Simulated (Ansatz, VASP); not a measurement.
## Two plane-wave programs on Zn

```
Zn
1.0
     2.68514    0.00000    0.00000
    -1.34257    2.32540    0.00000
     0.00000    0.00000    2.52403
Zn
1
Direct
  0.00000 0.00000 0.00000
```

Alike in both runs: task relaxation of cell and atoms; functional PBE; k mesh 16 × 16 × 15; occupations fermi-dirac, width 0.1 eV; no spin polarisation.

|  | VASP | Ansatz |
| --- | --- | --- |
| version | VASP 6.6.1 | Ansatz 0.2.0 |
| potentials or method | VASP PAW PBE potentials, release 64 (Zn) | PAW with Ansatz's default frozen-core files, scalar-relativistic |
| plane-wave cutoff (eV) | 600 | 420 |
| valence electrons in the cell | 12 | 12 |

Ansatz gave:

```
relaxed volume (Å³/atom)                                     : 17.61
relaxed cell length with the largest relative difference (Å) : 3.074
```

Q: Which values does VASP return?

A: Relaxed volume (Å³/atom): 17.62; relaxed cell length with the largest relative difference (Å): 3.062.
